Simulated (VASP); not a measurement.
CuI:

```
CELL_PARAMETERS angstrom
0.00000 3.03150 3.03150
3.03150 0.00000 3.03150
3.03150 3.03150 0.00000
ATOMIC_POSITIONS crystal
I 0.00000 0.00000 0.00000
Cu 0.75000 0.75000 0.75000
```

```yaml
Program: VASP 6.6.1
Task: relaxation of cell and atoms
Functional: revPBE
Dispersion: D4
Potentials_or_basis: VASP PAW PBE potentials, release 64 (I, Cu)
Cutoff: 600 eV
k_mesh: 8 × 8 × 8
Occupations: fermi-dirac, width 0.05 eV
Spin: no spin polarisation
```

At the start: pressure -2.1 GPa; volume 27.86 Å³/atom.

Where does the relaxation end?

Over 3 steps the energy falls by 10.1 meV/atom and the volume is 26.45 Å³/atom (-5.0 %); space group F-43m (No. 216, to 0.1 Å) before and after.

Step by step:
```
step  energy change (eV)  largest force (eV/Å)  pressure (GPa)  volume (Å³)
   1              0.0000                0.0000           -2.14        55.72
   2             -0.0202                0.0000            0.13        52.77
   3             -0.0202                0.0000           -0.03        52.91
```

Final structure:
```
CELL_PARAMETERS angstrom
0.00000 2.97964 2.97964
2.97964 0.00000 2.97964
2.97964 2.97964 0.00000
ATOMIC_POSITIONS crystal
I 0.00000 0.00000 0.00000
Cu 0.75000 0.75000 0.75000
```

Caveat: the PAW data sets were made with another functional, which shifts forces and pressure a little.
